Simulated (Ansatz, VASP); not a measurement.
## Two plane-wave programs on BeRe2O3

```xyz
6
Lattice="4.7189 0.0000 0.0000 -2.3595 4.0867 0.0000 0.0000 0.0000 3.3221" Properties=species:S:1:pos:R:3 pbc="T T T"
Be    0.0000    0.0000    0.0000
Re    0.0000    2.7245    0.0000
Re    2.3595    1.3622    0.0000
O     2.3595    0.0000    1.6610
O     1.1797    2.0434    1.6610
O    -1.1797    2.0434    1.6610
```

Alike in both runs: functional PBE; k mesh 6 × 6 × 6; occupations gaussian, width 0.1 eV; no spin polarisation.

Ansatz relaxed the structure, and its values are those at the end. VASP's run is a single point on that final structure, the one shown.

|  | VASP | Ansatz |
| --- | --- | --- |
| version | VASP 6.6.1 | Ansatz 0.2.0 |
| potentials or method | VASP PAW PBE potentials, release 64 (Be, Re, O), cutoff 520 eV | scalar-relativistic, plane waves, PAW |
| valence electrons in the cell | 34 | 50 |

|  | VASP | Ansatz | Ansatz less VASP |
| --- | --- | --- | --- |
| gap on the k mesh at the Fermi level (eV) | none | none | - |
| pressure (GPa) | 1.6 | 0.1 | -1.49 |

A gap of «none» marks a metal or a gap that the smearing closes. VASP's potentials hold 34 valence electrons a cell and Ansatz's 50, so a difference there can come from the potentials and not from the codes.

Neither program's run includes spin-orbit coupling.
